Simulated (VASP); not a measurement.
Crystal: PtSe2.

```
Pt Se
1.0
     6.32175    0.00000    0.00000
     0.00000    6.32175    0.00000
     0.00000    0.00000    4.17236
Pt Se
2 4
Cartesian
  0.0000 0.0000 0.0000
  3.1609 3.1609 2.0862
  1.9281 1.9281 0.0000
  1.2327 5.0890 2.0862
  5.0890 1.2327 2.0862
  4.3936 4.3936 0.0000
```

| Property | Result |
| --- | --- |
| Program | VASP 6.6.1 |
| Task | relaxation of cell and atoms |
| Functional | PBE |
| Potentials or basis | VASP PAW PBE potentials, release 64 (Pt, Se) |
| Cutoff | 600 eV |
| k mesh | 4 × 4 × 6 |
| Occupations | fermi-dirac, width 0.02 eV |
| Spin | no spin polarisation |

At the start: pressure -12.1 GPa; volume 27.79 Å³/atom.

**Question.** How do energy, volume and symmetry change on relaxing?

**Answer.** Over 12 steps the energy falls by 252.3 meV/atom and the volume is 22.48 Å³/atom (-19.1 %); space group P4_2/mnm (No. 136, to 0.1 Å) before and after.

The path:
| step | energy change (eV) | largest force (eV/Å) | pressure (GPa) | volume (Å³) |
| --- | --- | --- | --- | --- |
| 1 | 0.0000 | 0.5926 | -12.11 | 166.75 |
| 2 | -0.7024 | 0.7128 | 16.43 | 121.01 |
| 3 | -1.4429 | 0.1038 | -0.45 | 136.98 |
| 4 | -1.4434 | 0.0849 | -0.04 | 136.42 |
| 5 | -1.4863 | 0.1058 | 0.04 | 135.55 |
| 6 | -1.5083 | 0.1479 | 0.29 | 134.34 |
| 7 | -1.5121 | 0.0784 | -0.29 | 135.19 |
| 8 | -1.5122 | 0.0654 | -0.40 | 135.35 |
| 9 | -1.5130 | 0.0436 | 0.24 | 134.65 |
| 10 | -1.5135 | 0.0016 | -0.01 | 134.92 |
| 11 | -1.5135 | 0.0003 | -0.02 | 134.92 |
| 12 | -1.5135 | 0.0017 | 0.00 | 134.88 |

Final structure:
```cif
data_structure
_symmetry_space_group_name_H-M 'P 1'
_symmetry_Int_Tables_number 1
_cell_length_a 5.8016
_cell_length_b 5.8016
_cell_length_c 4.0073
_cell_angle_alpha 90.000
_cell_angle_beta 90.000
_cell_angle_gamma 90.000
_cell_volume 134.88
loop_
_atom_site_label
_atom_site_type_symbol
_atom_site_fract_x
_atom_site_fract_y
_atom_site_fract_z
_atom_site_occupancy
Pt1 Pt 0.00000 0.00000 0.00000 1
Pt2 Pt 0.50000 0.50000 0.50000 1
Se1 Se 0.31007 0.31007 0.00000 1
Se2 Se 0.18993 0.81007 0.50000 1
Se3 Se 0.81007 0.18993 0.50000 1
Se4 Se 0.68993 0.68993 0.00000 1
```

Caveat: the volume moved by over 15 % at a fixed basis, so the end points are rough.
